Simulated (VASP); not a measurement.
**Ti6H: single point with PBE**

Slab: Ti6H, a slab with vacuum.

```
CELL_PARAMETERS angstrom
5.66395 0.00000 0.00000
0.00000 4.57935 0.00000
0.00000 0.00000 24.55069
ATOMIC_POSITIONS crystal
Ti 0.25000 0.00000 0.16293
Ti 0.75000 0.00000 0.16293
Ti 0.00000 0.50000 0.21677
Ti 0.50000 0.50000 0.21677
Ti 0.25000 0.00000 0.27062
Ti 0.75000 0.00000 0.27062
Ti 0.25000 0.50000 0.32566
Ti 0.75000 0.50000 0.32566
Ti 0.00000 0.00000 0.37797
Ti 0.50000 0.00000 0.37797
Ti 0.25000 0.50000 0.42975
Ti 0.75000 0.50000 0.42975
H 0.93379 0.00000 0.51325
H 0.06621 0.00000 0.51325
```

```yaml
Program: VASP 6.6.1
Task: single point
Functional: PBE
Potentials_or_basis: VASP PAW PBE potentials, release 64 (Ti_sv, H)
Cutoff: 520 eV
k_mesh: 5 × 6 × 1
Occupations: gaussian, width 0.1 eV
Spin: no spin polarisation
```

```yaml
Largest_force: 0.386 eV/Å
Band_gap_on_the_k_mesh: zero (band 73 reaches 0.69 eV, above the bottom of band 74 at 0.57 eV)
```

Forces in eV/Å, atoms in the order of the input:
```
Ti   0.000  0.000  0.386
Ti   0.000  0.000  0.386
Ti   0.000  0.000 -0.014
Ti   0.000  0.000 -0.009
Ti   0.020  0.000 -0.352
Ti  -0.020  0.000 -0.352
Ti  -0.002  0.000  0.018
Ti   0.002  0.000  0.018
Ti   0.000  0.000 -0.061
Ti   0.000  0.000 -0.001
Ti   0.133  0.000 -0.182
Ti  -0.133  0.000 -0.182
H   -0.256  0.000  0.173
H    0.256  0.000  0.173
```

Levels at points of the mesh, in eV from the Fermi level:
```csv
k point,band 70,band 71,band 72,band 73,band 74,band 75,band 76,band 77
"(0.00, 0.00, 0.00)",-0.61,-0.37,-0.16,-0.03,0.05,0.06,0.20,0.27
"(0.00, 0.50, 0.00)",-0.25,-0.22,-0.22,-0.18,0.23,0.27,0.36,0.42
```

Wall time 50 min on 1 thread of Intel(R) Xeon(R) Platinum 8259CL CPU @ 2.50GHz (Skylake/Cascade Lake), with other jobs on the host, peak memory 0.88 GiB.
